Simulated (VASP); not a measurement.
Input of a VASP 6.6.1 run:

INCAR

```
SYSTEM = P
PREC = Accurate
ENCUT = 600
EDIFF = 1E-6
ISMEAR = 0
SIGMA = 0.1
LREAL = .False.
LASPH = .True.
NELM = 60
ALGO = Normal
ISIF = 3
LWAVE = .False.
LCHARG = .False.
GGA = PE
IBRION = 2
NSW = 90
EDIFFG = -0.04
```

KPOINTS

```
Automatic mesh
0
Gamma
  4 4 4
  0 0 0
```

Contents of POSCAR:

```
P
1.0
    5.4261396113      0.0000000000      0.0000000000
   -2.4096538259      5.0621776509      0.0000000000
   -2.1787337527     -2.0861675632      4.9262638504
P
7
Direct
    0.0853254429      0.4248054297      0.8696059394
    0.4067212888      0.7810045589      0.5074770524
    0.7417632595      0.1289950353      0.1842877820
    0.9146745571      0.5751945703      0.1303940606
    0.5932787112      0.2189954411      0.4925229476
    0.2582367405      0.8710049647      0.8157122180
    0.0000000000      0.0000000000      0.0000000000
```

Potentials or basis: VASP PAW PBE potentials, release 64 (P).

Run with:

```console
$ cat potpaw_PBE.64/P/POTCAR > POTCAR
$ mpirun -np 1 vasp_std > vasp.out
```

(1) Predict the relaxed volume.

(2) Estimate the band gap on the k mesh.

Results:

(1) 18.77 Å³/atom.

(2) zero (an odd number of electrons rules out a gap without spin polarisation).

Caveat: an odd number of electrons without spin polarisation forces a metal; a magnetic or distorted state may lie lower.
